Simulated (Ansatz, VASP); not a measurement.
## HfO2 in VASP and in Ansatz

```
CELL_PARAMETERS angstrom
4.82952 0.00000 0.00000
0.00000 4.82952 0.00000
0.00000 0.00000 3.21606
ATOMIC_POSITIONS crystal
Hf 0.00000 0.00000 0.00000
Hf 0.50000 0.50000 0.50000
O 0.19496 0.80504 0.50000
O 0.30504 0.30504 0.00000
O 0.69496 0.69496 0.00000
O 0.80504 0.19496 0.50000
```

Alike in both runs: task single point; functional PBEsol; k mesh 4 × 4 × 6; no spin polarisation.

|  | VASP | Ansatz |
| --- | --- | --- |
| version | VASP 6.6.1 | Ansatz 0.2.0 |
| potentials or method | VASP PAW PBE potentials, release 64 (Hf_pv, O), cutoff 520 eV | plane waves, PAW |
| occupations | gaussian, width 0.01 eV | fixed |
| valence electrons in the cell | 44 | 76 |

```csv
,VASP,Ansatz,Ansatz less VASP
pressure (GPa),-3.2,-0.4,+2.71
"traceless stress, the component that is largest in VASP (GPa)",-0.91,-0.46,+0.445
```

VASP's potentials were made for PBE, not for PBEsol. VASP's potentials hold 44 valence electrons a cell and Ansatz's 76, so a difference there can come from the potentials and not from the codes.

Neither program's run includes spin-orbit coupling.
